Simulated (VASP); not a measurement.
# Ir (I4/mmm) in VASP: single point with PBEsol

Aim: the single point of Ir with PBEsol.

All numbers are computed with VASP 6.6.1; they aren't measurements. Logs are shortened: lines on timing, memory, paths and dates and some standing lists are left out, and cuts for length are marked.

## (1) The cell of the first run

Symmetry: I4/mmm, No. 139, tetragonal system. Conventional cell: a = 2.674 Å, b = 2.674 Å, c = 3.955 Å, α = 90.00°, β = 90.00°, γ = 90.00°. Within 3.5 Å of Ir (site symmetry 4/mmm) lie 12 Ir at 2.67 to 2.74 Å.

## (2) Single point, PBEsol (strain -0.015 along x and y, +0.030 along z)

File INCAR:

```
ALGO     = Normal         # electronic algorithm
EDIFF    = 1E-6           # SCF threshold, eV
ENCUT    = 560            # plane-wave cutoff, eV
GGA      = PS             # functional
GGA_COMPAT= F            
ISIF     = 2              # what is computed and relaxed
ISMEAR   = 0              # smearing method
LASPH    = T              # aspherical terms in the spheres
LCHARG   = T              # write CHGCAR
LELF     = T              # ELF
LREAL    = F              # projectors in reciprocal space
LVHAR    = T            
LWAVE    = F              # write WAVECAR
NBANDS   = 14             # bands
NELM     = 120            # most SCF steps
PREC     = Accurate       # precision mode
SIGMA    = 0.15           # smearing width, eV
```

File KPOINTS:

```
k-points
0
Gamma
  22 22 22
```

File POSCAR:

```
Ir
1.0
    0.0000000000      1.8909045000      1.9772910000
    1.8909045000      0.0000000000      1.9772910000
    1.8909045000      1.8909045000      0.0000000000
Ir
1
Direct
    0.0000000000      0.0000000000      0.0000000000
```

Potentials or basis: VASP PAW PBE potentials, release 64 (Ir_sv_GW).

Launch:

```console
> cat potpaw_PBE.64/Ir_sv_GW/POTCAR > POTCAR
> mpirun -np 1 vasp_std > vasp.out
```

OUTCAR:

```text
EDIFF = 1E-6
   ENCUT = 560
   GGA = PS
   ISIF = 2
   ISMEAR = 0
   LASPH = T
   LREAL = F
   NELM = 120
   PREC = Accurate

 ion  position               nearest neighbor table
   1  0.000  0.000  0.000-

  LATTYP: Found a body centered tetragonal cell.
 ALAT       =     2.6741427891
 C/A-ratio  =     1.4788223038

  Lattice vectors:

 A1 = (  -1.8909045000,   0.0000000000,   1.9772910000)
 A2 = (   1.8909045000,   0.0000000000,   1.9772910000)
 A3 = (   0.0000000000,   1.8909045000,  -1.9772910000)

Analysis of symmetry for initial positions (statically):
=====================================================================
 Subroutine PRICEL returns:
 Original cell was already a primitive cell.

 Routine SETGRP: Setting up the symmetry group for a
 body centered tetragonal supercell.

 Subroutine GETGRP returns: Found 16 space group operations
 (whereof 16 operations were pure point group operations)
 out of a pool of 16 trial point group operations.

The static configuration has the point symmetry D_4h.

Analysis of symmetry for dynamics (positions and initial velocities):
=====================================================================
 Subroutine PRICEL returns:
 Original cell was already a primitive cell.

 Routine SETGRP: Setting up the symmetry group for a
 body centered tetragonal supercell.

 Subroutine GETGRP returns: Found 16 space group operations
 (whereof 16 operations were pure point group operations)
 out of a pool of 16 trial point group operations.

The dynamic configuration has the point symmetry D_4h.

 Subroutine INISYM returns: Found 16 space group operations
 (whereof 16 operations are pure point group operations),
 and found     1 'primitive' translations

----------------------------------------------------------------------------------------

                                     Primitive cell

  volume of cell :      14.1397

  direct lattice vectors                    reciprocal lattice vectors
     0.000000000  1.890904500  1.977291000    -0.264423719  0.264423719  0.252871226
     1.890904500  0.000000000  1.977291000     0.264423719 -0.264423719  0.252871226
     1.890904500  1.890904500  0.000000000     0.264423719  0.264423719 -0.252871226

  length of vectors
     2.735909269  2.735909269  2.674142789     0.451424039  0.451424039  0.451424039

  position of ions in fractional coordinates (direct lattice)
     0.000000000  0.000000000  0.000000000

  ion indices of the primitive-cell ions
   primitive index   ion index
                 1           1

----------------------------------------------------------------------------------------

 KPOINTS: k-points

Automatic generation of k-mesh.
 Grid dimensions read from file:
 generate k-points for:   22   22   22

 Generating k-lattice:

  Cartesian coordinates                     Fractional coordinates (reciprocal lattice)
    -0.012019260  0.012019260  0.011494147     0.045454545  0.000000000  0.000000000
     0.012019260 -0.012019260  0.011494147     0.000000000  0.045454545  0.000000000
     0.012019260  0.012019260 -0.011494147    -0.000000000 -0.000000000  0.045454545

  Length of vectors
     0.020519275  0.020519275  0.020519275

  Shift w.r.t. Gamma in fractional coordinates (k-lattice)
     0.000000000  0.000000000  0.000000000

 Subroutine IBZKPT returns following result:
 ===========================================

 Found    834 irreducible k-points:

 Following reciprocal coordinates:
            Coordinates               Weight
  0.000000  0.000000  0.000000      1.000000
  0.045455  0.000000  0.000000      8.000000
  0.090909  0.000000  0.000000      8.000000
  0.136364 -0.000000  0.000000      8.000000
  0.181818  0.000000  0.000000      8.000000
  0.227273 -0.000000  0.000000      8.000000
[... 16 lines left out ...]
  0.500000  0.045455  0.000000      8.000000
 -0.454545  0.045455  0.000000      8.000000
 [... further k-points ...]
   k-points           NKPTS =    834   k-points in BZ     NKDIM =    834   number of bands    NBANDS=     14
   number of dos      NEDOS =    301   number of ions     NIONS =      1
   total plane-waves  NPLWV =  13824
   dimension x,y,z NGX =    24 NGY =   24 NGZ =   24
   dimension x,y,z NGXF=    48 NGYF=   48 NGZF=   48
   ions per type =               1
   NGX,Y,Z   is equivalent  to a cutoff of  14.58, 14.58, 14.92 a.u.
   NGXF,Y,Z  is equivalent  to a cutoff of  29.17, 29.17, 29.84 a.u.
 SYSTEM =  unknown system
   PREC   = accura    normal or accurate (medium, high low for compatibility)
   ISTART =      0    job   : 0-new  1-cont  2-samecut
   ICHARG =      2    charge: 1-file 2-atom 10-const
   ISPIN  =      1    spin polarized calculation?
   LNONCOLLINEAR =      F non collinear calculations
   LSORBIT =      F    spin-orbit coupling
   LASPH  =      T    aspherical Exc in radial PAW
   ENCUT  =  560.0 eV  41.16 Ry    6.42 a.u.   5.28  5.28  5.16*2*pi/ulx,y,z
   NELM   =    120;   NELMIN=  2; NELMDL= -5     # of ELM steps
   EDIFF  = 0.1E-05   stopping-criterion for ELM
   LREAL  =      F    real-space projection
   EDIFFG = 0.1E-04   stopping-criterion for IOM
   NSW    =      0    number of steps for IOM
   IBRION =     -1    ionic relax: 0-MD 1-quasi-New 2-CG
   NFREE  =      0    steps in history (QN), initial steepest desc. (CG)
   ISIF   =      2    stress and relaxation
   ISYM   =      2    0-nonsym 1-usesym 2-fastsym
   POTIM  = 0.5000    time-step for ionic-motion
   TEBEG  =    0.0;   TEEND  =   0.0 temperature during run
   PSTRESS=    0.0 pullay stress
   NELECT =      17.0000    total number of electrons
   NUPDOWN=      -1.0000    fix difference up-down
   EMIN   =  10.00;   EMAX   =-10.00  energy-range for DOS
   EFERMI =   0.00;   METHOD = LEGACY
   ISMEAR =     0;   SIGMA  =   0.15  broadening in eV -4-tet -1-fermi 0-gaus
   EFERMI_NEDOS =   21; number of points for ismear=-14 and -15
   IALGO  =     38    algorithm
   IMIX   =      4    mixing-type and parameters
     AMIX     =   0.40;   BMIX     =  1.00
     AMIX_MAG =   1.60;   BMIX_MAG =  1.00
  volume/ion in A,a.u.               =      14.14        95.42
  Fermi-wavevector in a.u.,A,eV,Ry     =   1.740783  3.289602 41.230064  3.030324
  Thomas-Fermi vector in A             =   2.813366
   LORBIT       =      0    0 simple, 1 ext, 2 COOP (PROOUT), +10 PAW based schemes
   GGA     = PS    functional components
   LHFCALC =     F    Hartree Fock is set to
   AEXX    =    0.0000 exact exchange contribution
   IVDW    =     0    specifies the selected vdW correction
   LEPSILON=     F    determine dielectric tensor
   LRPA    =     F    only Hartree local field effects (RPA)
 non-spin polarized calculation
 Gauss-broadening in eV      SIGMA  =   0.15
  energy-cutoff  :      560.00
  volume of cell :       14.14
 maximum number of plane-waves:       440
 NGX is ok and might be reduce to    24
   NGX = 11   NGY = 11   NGZ = 11

 number of electron      17.0000000 magnetization

 Free energy of the ion-electron system (eV)
  ---------------------------------------------------
  ext. energy  EPLUGINS =         0.00000000
  ---------------------------------------------------
  free energy    TOTEN  =       -10.37819225 eV

  energy without entropy =      -10.36621193  energy(sigma->0) =      -10.37220209

 E-fermi :  12.7143     XC(G=0): -14.7085

 val. band max:       12.7131279219   @ k =   0.4545   0.3636   0.0455
 cond. band min:      12.7179070935   @ k =  -0.1818   0.0455   0.1364
 fundamental gap:      0.0047791716
 Fermi energy:        12.7142756244

 k-point     1 :       0.0000    0.0000    0.0000
  band No.  band energies     occupation
      1     -80.2780      2.00000
      2     -36.6868      2.00000
      3     -36.6461      2.00000
      4     -36.6461      2.00000
      5       1.5671      2.00000
      6       8.4580      2.00000
      7       9.0626      2.00000
      8       9.0626      2.00000
      9      11.1463      2.00000
     10      11.9488      2.00000
     11      26.3662      0.00000
     12      30.9389      0.00000
     13      32.3124      0.00000
     14      32.3124      0.00000

 k-point     2 :       0.0455    0.0000    0.0000
  band No.  band energies     occupation
      1     -80.2765      2.00000
      2     -36.6942      2.00000
      3     -36.6578      2.00000
      4     -36.6477      2.00000
      5       1.6602      2.00000
      6       8.4727      2.00000
      7       9.0363      2.00000
      8       9.1029      2.00000
      9      11.1268      2.00000
     10      11.9141      2.00000
     11      26.5292      0.00000
     12      30.8925      0.00000
     13      32.0478      0.00000
     14      32.4722      0.00000

 k-point     3 :       0.0909    0.0000    0.0000
  band No.  band energies     occupation
      1     -80.2726      2.00000
      2     -36.7302      2.00000
      3     -36.6786      2.00000
      4     -36.6527      2.00000
      5       1.9331      2.00000
      6       8.4792      2.00000
      7       8.9977      2.00000
      8       9.2157      2.00000
      9      11.0846      2.00000
     10      11.8234      2.00000
     11      26.9913      0.00000
     12      30.2905      0.00000
     13      32.0721      0.00000
     14      32.9425      0.00000

 k-point     4 :       0.1364   -0.0000    0.0000
  band No.  band energies     occupation
      1     -80.2665      2.00000
      2     -36.8020      2.00000
      3     -36.6957      2.00000
      4     -36.6608      2.00000
      5       2.3650      2.00000
      6       8.4063      2.00000
      7       9.0208      2.00000
      8       9.3736      2.00000
      9      11.0699      2.00000
     10      11.7170      2.00000
     11      27.6538      0.00000
     12      29.2331      0.00000
     13      32.6933      0.00000
     14      33.6962      0.00000

 k-point     5 :       0.1818    0.0000    0.0000
  band No.  band energies     occupation
      1     -80.2587      2.00000
      2     -36.8978      2.00000
      3     -36.7137      2.00000
      4     -36.6708      2.00000
      5       2.9144      2.00000
      6       8.2938      2.00000
      7       9.0669      2.00000
      8       9.5230      2.00000
      9      11.1601      2.00000
     10      11.6638      2.00000
     11      27.8428      0.00000
[... 276 lines left out ...]
 k-point    22 :       0.4545    0.0455    0.0000
  band No.  band energies     occupation
      1     -80.2143      2.00000
      2     -37.4159      2.00000
      3     -36.8131      2.00000
      4     -36.7348      2.00000
      5       4.6920      2.00000
      6       8.4110      2.00000
      7       9.1896      2.00000
      8      11.0603      2.00000
      9      13.4539      0.00000
     10      13.7717      0.00000
     11      20.7789      0.00000
     12      26.2993      0.00000
     13      32.1308      0.00000
     14      32.3107      0.00000

 k-point    23 :       0.5000    0.0455    0.0000
  band No.  band energies     occupation
      1     -80.2119      2.00000
      2     -37.4430      2.00000
      3     -36.8205      2.00000
      4     -36.7349      2.00000
      5       4.6884      2.00000
      6       8.3816      2.00000
      7       9.1298      2.00000
      8      11.5458      2.00000
      9      13.5133      0.00000
     10      14.1672      0.00000
     11      20.0309      0.00000
     12      26.0975      0.00000
     13      31.5023      0.00000
     14      32.1389      0.00000

 k-point    24 :      -0.4545    0.0455    0.0000
  band No.  band energies     occupation
      1     -80.2122      2.00000
      2     -37.4403      2.00000
      3     -36.8222      2.00000
      4     -36.7315      2.00000
      5       4.6911      2.00000
      6       8.4081      2.00000
      7       9.1253      2.00000
      8      11.4377      2.00000
      9      13.3869      0.00000
     10      14.2468      0.00000
     11      20.1597      0.00000
     12      26.1393      0.00000
     13      31.3491      0.00000
     14      32.4125      0.00000

 [... further k-points ...]
[... 5 lines left out ...]
  --------------------------------------------------------------------------------------
  -------------------------------------------------------------------------------------
  Total        0.1749382      0.1749382     -1.3379667      0.0000000      0.0000000     -0.0000000
  in kB       19.8223657     19.8223657   -151.6059027      0.0000000      0.0000000     -0.0000000
  external PRESSURE =     -37.3203904 kB  Pullay stress =       0.0000000 kB

 VOLUME and BASIS-vectors are now :
 -----------------------------------------------------------------------------
  energy-cutoff  :      560.00
  volume of cell :       14.14
      direct lattice vectors                 reciprocal lattice vectors
     0.000000000  1.890904500  1.977291000    -0.264423719  0.264423719  0.252871226
     1.890904500  0.000000000  1.977291000     0.264423719 -0.264423719  0.252871226
     1.890904500  1.890904500  0.000000000     0.264423719  0.264423719 -0.252871226

 POSITION                                       TOTAL-FORCE (eV/Angst)
 -----------------------------------------------------------------------------------
      0.00000      0.00000      0.00000         0.000000      0.000000     -0.000000
 -----------------------------------------------------------------------------------
    total drift:                                0.000000      0.000000      0.000000

  FREE ENERGIE OF THE ION-ELECTRON SYSTEM (eV)
  ---------------------------------------------------
  free  energy   TOTEN  =       -10.3781922499 eV

  energy  without entropy=      -10.3662119315  energy(sigma->0) =      -10.37220209
```

Wall time 74 s (1 thread of Intel Xeon Platinum 8488C (Sapphire Rapids), shared host); peak memory 0.31 GiB.

What came out:

```
Free energy            : -10.3782 eV
Pressure               : -3.7 GPa
Band gap on the k mesh : zero (an odd number of electrons rules out a gap without spin polarisation)
```

Caveat: the cell differs from its parent crystal (strain -0.015 along x and y, +0.030 along z); the stress differs along the axes, from -15 to 2 GPa; the PAW data sets were made with another functional, which shifts forces and pressure a little; spin-orbit coupling is left out, which moves the levels of the heavy elements.
